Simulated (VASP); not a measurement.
## SnS2: single point with HSE06

The system is SnS2.

```
Sn S
1.0
     3.66076    0.00000    0.00000
    -1.83038    3.17031    0.00000
     0.00000    0.00000    5.96180
Sn S
1 2
Direct
  0.00000 0.00000 0.00000
  0.33333 0.66667 0.24559
  0.66667 0.33333 0.75441
```

```
Program             : VASP 6.6.1
Task                : single point
Functional          : HSE06
Potentials or basis : VASP PAW PBE potentials, release 64 (Sn_d, S)
Cutoff              : 400 eV
k mesh              : 6 × 6 × 2
Occupations         : gaussian, width 0.01 eV
Spin                : no spin polarisation
```

* Pressure: -0.3 GPa
* Largest force: 0.265 eV/Å
* Band gap on the k mesh: 2.43 eV (least direct gap 2.80 eV)

Forces on the atoms (eV/Å):
```
Sn   0.000  0.000  0.000
S    0.000  0.000 -0.265
S    0.000  0.000  0.265
```

Levels at points of the mesh, in eV from the valence-band top:
| k point | band 10 | band 11 | band 12 | band 13 | band 14 | band 15 | band 16 | band 17 |
| --- | --- | --- | --- | --- | --- | --- | --- | --- |
| (0.00, 0.00, 0.00) | -0.60 | -0.26 | -0.26 | 0.00 | 2.96 | 4.67 | 6.59 | 6.59 |
| (0.50, 0.00, 0.00) | -2.81 | -2.65 | -0.91 | -0.21 | 2.59 | 5.59 | 7.09 | 7.44 |
| (0.00, 0.00, 0.50) | -0.68 | -0.68 | -0.14 | -0.14 | 4.09 | 4.74 | 6.34 | 6.34 |
| (0.50, 0.00, 0.50) | -2.50 | -1.90 | -0.68 | -0.52 | 2.43 | 5.81 | 6.77 | 7.48 |

Run time: 42 min on 1 thread of AMD EPYC 7R13 (shared host), peak memory 0.24 GiB.

Caveat: the k points lie up to 0.53 Å⁻¹ apart; the PAW data sets were made with another functional, which shifts forces and pressure a little; spin-orbit coupling is left out, which moves the levels of the heavy elements; this functional lacks dispersion, which binds the layers, so the pressure and a relaxed spacing across them are unreliable. A k mesh can miss the band edges.
